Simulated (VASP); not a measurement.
# Si (Fd-3m) in VASP: further runs

Runs on Si. Level: r2SCAN. Tasks: relaxation of cell and atoms.

Everything below comes from runs of VASP 6.6.1. Logs are shortened: lines on timing, memory, paths and dates and some standing lists are left out, and cuts for length are marked.

## (1) The cell of the first run

It takes space group Fd-3m (No. 227, cubic). The conventional cell has a = 5.444 Å, b = 5.444 Å, c = 5.444 Å, α = 90.00°, β = 90.00°, γ = 90.00°. Within 3.1 Å of Si (site symmetry -43m) lie 4 Si at 2.36 Å.

## (2) Relaxation of cell and atoms, r2SCAN, target pressure -2 GPa, at which the enthalpy is minimised

Contents of POSCAR:

```
Si
1.0
    2.7220733657      2.7220733657      0.0000000000
   -2.7220733657      2.7220733657      0.0000000000
    0.0000000000      2.7220733657      2.7220733657
Si
2
Direct
    0.2500000000      0.7500000000      0.5000000000
    0.0000000000      0.0000000000      0.0000000000
```

Contents of INCAR.step1:

```
SYSTEM = Si
  PREC = Accurate
  ENCUT = 600
  ISMEAR = 0
  SIGMA = 0.01
  LREAL = .False.
  LASPH = .True.
  NELM = 80
  GGA = PE
  ALGO = Normal
  EDIFF = 1E-4
  LWAVE = .True.
  LCHARG = .False.
```

Contents of INCAR.step2:

```
SYSTEM = Si
  PREC = Accurate
  ENCUT = 600
  EDIFF = 1E-6
  ISMEAR = 0
  SIGMA = 0.01
  LREAL = .False.
  LASPH = .True.
  NELM = 80
  ALGO = Normal
  ISIF = 3
  LWAVE = .False.
  LCHARG = .False.
  METAGGA = R2SCAN
  LMIXTAU = .True.
  IBRION = 2
  NSW = 100
  EDIFFG = -0.002
  PSTRESS = -20.0
  ISTART = 1
```

Contents of KPOINTS:

```
regular mesh
0
Gamma
  8 8 8
  0 0 0
```

Potentials or basis: VASP PAW PBE potentials, release 64 (Si).

The run is started by

```bash
$ cat potpaw_PBE.64/Si/POTCAR > POTCAR
$ cp INCAR.step1 INCAR
$ mpirun -np 1 vasp_std > vasp.out
$ cp INCAR.step2 INCAR
$ mpirun -np 1 vasp_std > vasp.out
```

OUTCAR:

```text
SYSTEM = Si
   PREC = Accurate
   ENCUT = 600
   EDIFF = 1E-6
   ISMEAR = 0
   LREAL = .False.
   LASPH = .True.
   NELM = 80
   ISIF = 3
   METAGGA = R2SCAN
   IBRION = 2
   NSW = 100
   EDIFFG = -0.002
   PSTRESS = -20.0
   ISTART = 1

 ion  position               nearest neighbor table
   1  0.250  0.750  0.500-   2 2.36   2 2.36   2 2.36   2 2.36
   2  0.000  0.000  0.000-   1 2.36   1 2.36   1 2.36   1 2.36

  LATTYP: Found a face centered cubic cell.
 ALAT       =     5.4441467314

  Lattice vectors:

 A1 = (   0.0000000000,   2.7220733657,   2.7220733657)
 A2 = (   2.7220733657,   0.0000000000,   2.7220733657)
 A3 = (   2.7220733657,   2.7220733657,   0.0000000000)

Analysis of symmetry for initial positions (statically):
=====================================================================
 Subroutine PRICEL returns:
 Original cell was already a primitive cell.

 Routine SETGRP: Setting up the symmetry group for a
 face centered cubic supercell.

 Subroutine GETGRP returns: Found 48 space group operations
 (whereof 24 operations were pure point group operations)
 out of a pool of 48 trial point group operations.

The static configuration has the point symmetry T_d .
 The point group associated with its full space group is O_h .

Analysis of symmetry for dynamics (positions and initial velocities):
=====================================================================
 Subroutine PRICEL returns:
 Original cell was already a primitive cell.

 Routine SETGRP: Setting up the symmetry group for a
 face centered cubic supercell.

 Subroutine GETGRP returns: Found 48 space group operations
 (whereof 24 operations were pure point group operations)
 out of a pool of 48 trial point group operations.

The dynamic configuration has the point symmetry T_d .
 The point group associated with its full space group is O_h .

 Subroutine INISYM returns: Found 48 space group operations
 (whereof 24 operations are pure point group operations),
 and found     1 'primitive' translations

----------------------------------------------------------------------------------------

                                     Primitive cell

  volume of cell :      40.3394

  direct lattice vectors                    reciprocal lattice vectors
     2.722073366  2.722073366  0.000000000     0.183683514  0.183683514 -0.183683514
    -2.722073366  2.722073366  0.000000000    -0.183683514  0.183683514 -0.183683514
     0.000000000  2.722073366  2.722073366     0.000000000  0.000000000  0.367367027

  length of vectors
     3.849593072  3.849593072  3.849593072     0.318149178  0.318149178  0.367367027

  position of ions in fractional coordinates (direct lattice)
     0.250000000  0.750000000  0.500000000
     0.000000000  0.000000000  0.000000000

  ion indices of the primitive-cell ions
   primitive index   ion index
                 1           1
                 2           2

----------------------------------------------------------------------------------------

 KPOINTS: regular mesh

Automatic generation of k-mesh.
 Grid dimensions read from file:
 generate k-points for:    8    8    8

 Generating k-lattice:

  Cartesian coordinates                     Fractional coordinates (reciprocal lattice)
     0.022960439  0.022960439 -0.022960439     0.125000000  0.000000000  0.000000000
    -0.022960439  0.022960439 -0.022960439     0.000000000  0.125000000  0.000000000
     0.000000000  0.000000000  0.045920878     0.000000000  0.000000000  0.125000000

  Length of vectors
     0.039768647  0.039768647  0.045920878

  Shift w.r.t. Gamma in fractional coordinates (k-lattice)
     0.000000000  0.000000000  0.000000000

 Subroutine IBZKPT returns following result:
 ===========================================

 Found     29 irreducible k-points:

 Following reciprocal coordinates:
            Coordinates               Weight
  0.000000  0.000000  0.000000      1.000000
  0.125000  0.000000  0.000000      8.000000
  0.250000  0.000000  0.000000      8.000000
  0.375000  0.000000  0.000000      8.000000
  0.500000  0.000000  0.000000      4.000000
  0.125000  0.125000  0.000000     12.000000
[... 16 lines left out ...]
  0.375000  0.250000  0.125000     48.000000
  0.500000  0.250000  0.125000     24.000000
 [... further k-points ...]
   k-points           NKPTS =     29   k-points in BZ     NKDIM =     29   number of bands    NBANDS=      8
   number of dos      NEDOS =    301   number of ions     NIONS =      2
   total plane-waves  NPLWV =  32768
   dimension x,y,z NGX =    32 NGY =   32 NGZ =   32
   dimension x,y,z NGXF=    64 NGYF=   64 NGZF=   64
   ions per type =               2
   NGX,Y,Z   is equivalent  to a cutoff of  13.82, 13.82, 13.82 a.u.
   NGXF,Y,Z  is equivalent  to a cutoff of  27.64, 27.64, 27.64 a.u.
 SYSTEM =  Si
   PREC   = accura    normal or accurate (medium, high low for compatibility)
   ISTART =      1    job   : 0-new  1-cont  2-samecut
   ICHARG =      0    charge: 1-file 2-atom 10-const
   ISPIN  =      1    spin polarized calculation?
   LNONCOLLINEAR =      F non collinear calculations
   LSORBIT =      F    spin-orbit coupling
   LASPH  =      T    aspherical Exc in radial PAW
   ENCUT  =  600.0 eV  44.10 Ry    6.64 a.u.   7.69  7.69  7.69*2*pi/ulx,y,z
   NELM   =     80;   NELMIN=  2; NELMDL=  0     # of ELM steps
   EDIFF  = 0.1E-05   stopping-criterion for ELM
   LREAL  =      F    real-space projection
   EDIFFG = -.2E-02   stopping-criterion for IOM
   NSW    =    100    number of steps for IOM
   IBRION =      2    ionic relax: 0-MD 1-quasi-New 2-CG
   NFREE  =      1    steps in history (QN), initial steepest desc. (CG)
   ISIF   =      3    stress and relaxation
   ISYM   =      2    0-nonsym 1-usesym 2-fastsym
   POTIM  = 0.5000    time-step for ionic-motion
   TEBEG  =    0.0;   TEEND  =   0.0 temperature during run
   PSTRESS=  -20.0 pullay stress
   NELECT =       8.0000    total number of electrons
   NUPDOWN=      -1.0000    fix difference up-down
   EMIN   =  10.00;   EMAX   =-10.00  energy-range for DOS
   EFERMI =   0.00;   METHOD = LEGACY
   ISMEAR =     0;   SIGMA  =   0.01  broadening in eV -4-tet -1-fermi 0-gaus
   EFERMI_NEDOS =   21; number of points for ismear=-14 and -15
   IALGO  =     38    algorithm
   IMIX   =      4    mixing-type and parameters
     AMIX     =   0.40;   BMIX     =  1.00
     AMIX_MAG =   1.60;   BMIX_MAG =  1.00
  volume/ion in A,a.u.               =      20.17       136.11
  Fermi-wavevector in a.u.,A,eV,Ry     =   0.954688  1.804100 12.400758  0.911430
  Thomas-Fermi vector in A             =   2.083458
   LORBIT       =      0    0 simple, 1 ext, 2 COOP (PROOUT), +10 PAW based schemes
   METAGGA = R2SCAN    functional components
   LHFCALC =     F    Hartree Fock is set to
   AEXX    =    0.0000 exact exchange contribution
   IVDW    =     0    specifies the selected vdW correction
   LEPSILON=     F    determine dielectric tensor
   LRPA    =     F    only Hartree local field effects (RPA)
 conjugate gradient relaxation of ions
 non-spin polarized calculation
 Gauss-broadening in eV      SIGMA  =   0.01
  energy-cutoff  :      600.00
  volume of cell :       40.34
 maximum number of plane-waves:      1365
   NGX = 15   NGY = 15   NGZ = 15

--------------------------------------- Ionic step        1  -------------------------------------------

 number of electron       8.0000000 magnetization

 Free energy of the ion-electron system (eV)
  ---------------------------------------------------
  ext. energy  EPLUGINS =         0.00000000
  ---------------------------------------------------
  free energy    TOTEN  =       -17.54682550 eV

  energy without entropy =      -17.54682550  energy(sigma->0) =      -17.54682550

------------------------ aborting loop because EDIFF is reached ----------------------------------------

  FORCE on cell =-STRESS in cart. coord.  units (eV):
  Direction    XX          YY          ZZ          XY          YZ          ZX
  --------------------------------------------------------------------------------------
  -------------------------------------------------------------------------------------
  Total       -0.0569362     -0.0569362     -0.0569362     -0.0000000      0.0000000     -0.0000000
  in kB       -2.2613584     -2.2613584     -2.2613584     -0.0000000      0.0000000     -0.0000000
  external PRESSURE =      17.7386416 kB  Pullay stress =     -20.0000000 kB

 VOLUME and BASIS-vectors are now :
 -----------------------------------------------------------------------------
  energy-cutoff  :      600.00
  volume of cell :       40.34
      direct lattice vectors                 reciprocal lattice vectors
     2.722073366  2.722073366  0.000000000     0.183683514  0.183683514 -0.183683514
    -2.722073366  2.722073366  0.000000000    -0.183683514  0.183683514 -0.183683514
     0.000000000  2.722073366  2.722073366     0.000000000  0.000000000  0.367367027
[... 46 lines left out ...]
  FREE ENERGIE OF THE ION-ELECTRON SYSTEM (eV)
  ---------------------------------------------------
  free  energy   TOTEN  =       -17.5326813591 eV

  energy  without entropy=      -17.5326813591  energy(sigma->0) =      -17.53268136

  enthalpy is  TOTEN    =       -18.0526892164 eV   P V=       -0.5200078574

--------------------------------------- Ionic step        3  -------------------------------------------

 number of electron       8.0000000 magnetization

 Free energy of the ion-electron system (eV)
  ---------------------------------------------------
  ext. energy  EPLUGINS =         0.00000000
  ---------------------------------------------------
  free energy    TOTEN  =       -17.54133807 eV

  energy without entropy =      -17.54133807  energy(sigma->0) =      -17.54133807

 E-fermi :   5.5595     XC(G=0):  -9.7492

 val. band max:        5.4715778050   @ k =   0.0000   0.0000   0.0000
 cond. band min:       6.3259947291   @ k =  -0.3750   0.3750   0.0000
 fundamental gap:      0.8544169241
 Fermi energy:         5.5594806295

 k-point     1 :       0.0000    0.0000    0.0000
  band No.  band energies     occupation
      1      -6.8676      2.00000
      2       5.4716      2.00000
      3       5.4716      2.00000
      4       5.4716      2.00000
      5       8.2174      0.00000
      6       8.2174      0.00000
      7       8.2174      0.00000
      8       9.1353      0.00000

 k-point     2 :       0.1250    0.0000    0.0000
  band No.  band energies     occupation
      1      -6.6575      2.00000
      2       3.8455      2.00000
      3       5.1743      2.00000
      4       5.1743      2.00000
      5       8.1986      0.00000
      6       8.6558      0.00000
      7       8.6558      0.00000
      8      10.4948      0.00000
[... 221 lines left out ...]
 k-point    23 :       0.3750    0.2500    0.1250
  band No.  band energies     occupation
      1      -4.5894      2.00000
      2      -0.5399      2.00000
      3       2.0935      2.00000
      4       3.4956      2.00000
      5       8.6150      0.00000
      6       9.3102      0.00000
      7      10.8374      0.00000
      8      11.7523      0.00000

 k-point    24 :       0.5000    0.2500    0.1250
  band No.  band energies     occupation
      1      -3.9262      2.00000
      2      -1.5033      2.00000
      3       1.9598      2.00000
      4       3.2612      2.00000
      5       8.8046      0.00000
      6       8.8947      0.00000
      7      11.7273      0.00000
      8      13.0091      0.00000

 [... further k-points ...]
[... 5 lines left out ...]
  --------------------------------------------------------------------------------------
  -------------------------------------------------------------------------------------
  Total       -0.5135329     -0.5135329     -0.5135329      0.0000000      0.0000000      0.0000000
  in kB      -20.0102017    -20.0102017    -20.0102017      0.0000000      0.0000000      0.0000000
  external PRESSURE =      -0.0102017 kB  Pullay stress =     -20.0000000 kB

 VOLUME and BASIS-vectors are now :
 -----------------------------------------------------------------------------
  energy-cutoff  :      600.00
  volume of cell :       41.12
      direct lattice vectors                 reciprocal lattice vectors
     2.739465319  2.739465319 -0.000000000     0.182517368  0.182517368 -0.182517368
    -2.739465319  2.739465319  0.000000000    -0.182517368  0.182517368 -0.182517368
    -0.000000000  2.739465319  2.739465319     0.000000000 -0.000000000  0.365034736

 POSITION                                       TOTAL-FORCE (eV/Angst)
 -----------------------------------------------------------------------------------
     -1.36973      4.10920      1.36973        -0.000000      0.000000     -0.000000
     -0.00000      2.73947      2.73947         0.000000     -0.000000      0.000000
 -----------------------------------------------------------------------------------
    total drift:                                0.000000      0.000000      0.000000

  FREE ENERGIE OF THE ION-ELECTRON SYSTEM (eV)
  ---------------------------------------------------
  free  energy   TOTEN  =       -17.5413380694 eV

  energy  without entropy=      -17.5413380694  energy(sigma->0) =      -17.54133807

  enthalpy is  TOTEN    =       -18.0546091900 eV   P V=       -0.5132711206

 reached required accuracy - stopping structural energy minimisation
```

Run time: 94 s. Hardware: 1 thread of Intel Xeon 6975P-C, shared host; peak memory 0.18 GiB.

What came out:

```yaml
Free_energy: -17.5413 eV
Relaxed_volume: 20.56 Å³/atom
Relaxed_cell: a = 3.874 Å, b = 3.874 Å, c = 3.874 Å, α = 60.00°, β = 60.00°, γ = 90.00°
Space_group_after_relaxing_to_0.05_Å: Fd-3m (No. 227)
Energy_change_on_relaxing_the_enthalpy_is_what_falls: +2.7 meV/atom
Ionic_steps: 3
Pressure_after_relaxing: -2.0 GPa
Band_gap_on_the_k_mesh: 0.85 eV, indirect (least direct gap 2.75 eV)
```

The path:
| step | energy change (eV) | largest force (eV/Å) | pressure (GPa) | volume (Å³) |
| --- | --- | --- | --- | --- |
| 1 | 0.0000 | 0.0000 | -0.23 | 40.34 |
| 2 | 0.0141 | 0.0000 | -3.12 | 41.66 |
| 3 | 0.0055 | 0.0000 | -2.00 | 41.12 |

Final structure:
```xyz
2
Lattice="2.7395 2.7395 0.0000 -2.7395 2.7395 0.0000 0.0000 2.7395 2.7395" Properties=species:S:1:pos:R:3 pbc="T T T"
Si   -1.3697    4.1092    1.3697
Si    0.0000    2.7395    2.7395
```

Caveat: the cell is relaxed towards a set pressure, so the enthalpy falls and the energy may rise; the PAW data sets were made with another functional, which shifts forces and pressure a little. A k mesh can miss the band edges.

(Part 1 of 2 ends here.)
